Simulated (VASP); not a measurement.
A run of VASP 6.6.1 is set up as follows.

File INCAR:

```
SYSTEM = Fe
PREC     = Accurate       ! precision mode
ENCUT    = 520            ! plane-wave cutoff, eV
EDIFF    = 1E-7           ! SCF threshold, eV
ISMEAR   = 0              ! smearing method
SIGMA    = 0.05           ! smearing width, eV
LREAL    = .FALSE.        ! projectors in reciprocal space
LASPH    = .TRUE.         ! aspherical terms in the spheres
NELM     = 150            ! most SCF steps
ALGO     = Normal         ! electronic algorithm
ISIF     = 2              ! what is computed and relaxed
LWAVE    = .FALSE.        ! write WAVECAR
LCHARG   = .FALSE.        ! write CHGCAR
ISPIN    = 2              ! spin polarisation
MAGMOM   = 2.43           ! initial moments
LORBIT   = 11             ! projections on sites
LMAXMIX  = 4              ! l up to which the mixer works
GGA      = PE             ! functional
NBANDS   = 14             ! bands
```

KPOINTS

```
regular mesh
0
G
  22 22 22
  0 0 0
```

The input POSCAR:

```
Fe
1.0
   -1.4249683360      1.4249683360      1.4249683360
    1.4249683360     -1.4249683360      1.4249683360
    1.4249683360      1.4249683360     -1.4249683360
Fe
1
Direct
    0.0000000000      0.0000000000      0.0000000000
```

Potentials or basis: VASP PAW PBE potentials, release 64 (Fe).

Launch:

```bash
$ cat potpaw_PBE.64/Fe/POTCAR > POTCAR
$ mpirun -np 1 vasp_std > vasp.out
```

(1) Estimate the site moments.

(2) Predict the net moment.

(3) What does it give for the pressure?

Results:

(1) Fe +2.21 μB.

(2) 2.21 μB per cell.

(3) -3.8 GPa.

Caveat: the cell stands under tension.
